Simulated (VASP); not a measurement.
Wanted: the native input for a VASP 6.6.1 run.

- Task: single point
- Functional: PBEsol
- Potentials or basis: VASP PAW PBE potentials, release 64 (Al)
- Cutoff: 520 eV
- k mesh: 9 × 9 × 3
- Occupations: fermi-dirac, width 0.05 eV
- Spin: no spin polarisation
- Dipole correction: no
- Further INCAR settings: ALGO = Normal; EDIFF = 1e-06; NBANDS = 14

The structure of Al lies in POSCAR:

```
Al
1.0
    2.8270770242      0.0000000000      0.0000000000
   -1.4135385121      2.4483205214      0.0000000000
    0.0000000000      0.0000000000      9.5534327928
Al
4
Direct
    0.6666666667      0.3333333333      0.7500000000
    0.0000000000      0.0000000000      0.5000000000
    0.3333333333      0.6666666667      0.2500000000
    0.0000000000      0.0000000000      0.0000000000
```

The input as run:

INCAR

```
SYSTEM = Al
  PREC = Accurate
  ENCUT = 520
  EDIFF = 1E-6
  ISMEAR = -1
  SIGMA = 0.05
  LREAL = .False.
  LASPH = .True.
  NELM = 100
  ALGO = Normal
  ISIF = 2
  LWAVE = .False.
  LCHARG = .False.
  GGA = PS
  NBANDS = 14
```

KPOINTS

```
Automatic mesh
0
Gamma
  9 9 3
  0 0 0
```

Potentials or basis: VASP PAW PBE potentials, release 64 (Al).

The run is started by

```bash
$ cat potpaw_PBE.64/Al/POTCAR > POTCAR
$ mpirun -np 1 vasp_std > vasp.out
```

Results of the run:

```json
{
  "Pressure": "-1.3 GPa",
  "Band gap on the k mesh": "zero (band 6 reaches 11.40 eV, above the bottom of band 7 at 6.68 eV)"
}
```

Caveat: the PAW data sets were made with another functional, which shifts forces and pressure a little.

Wall time 14 s on 1 thread of Intel(R) Xeon(R) Platinum 8375C CPU @ 2.90GHz (Ice Lake) (shared host), peak memory 0.18 GiB.
